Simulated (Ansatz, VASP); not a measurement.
## P: VASP beside Ansatz

```
P
1.0
     3.28493    0.00000    0.00000
    -1.64246    2.84483    0.00000
     0.00000    0.00000    3.21198
P
2
Direct
  0.33333 0.66667 0.25000
  0.66667 0.33333 0.75000
```

Alike in both runs: functional r2SCAN; k mesh 13 × 13 × 7; occupations fermi-dirac, width 0.1 eV; no spin polarisation.

Ansatz relaxed the structure, and its values are those at the end. VASP's run is a single point on that final structure, the one shown.

```csv
,VASP,Ansatz
version,VASP 6.6.1,Ansatz 0.2.0
potentials or method,"VASP PAW PBE potentials, release 64 (P), cutoff 520 eV","plane waves (500 eV) with PAW, scalar-relativistic"
valence electrons in the cell,10,10
```

|  | VASP | Ansatz | Ansatz less VASP |
| --- | --- | --- | --- |
| pressure (GPa) | -0.3 | 0.0 | +0.31 |

VASP's potentials were made for PBE, not for r2SCAN. The functional is the same, so the differences come from potentials, cutoffs and numerics.
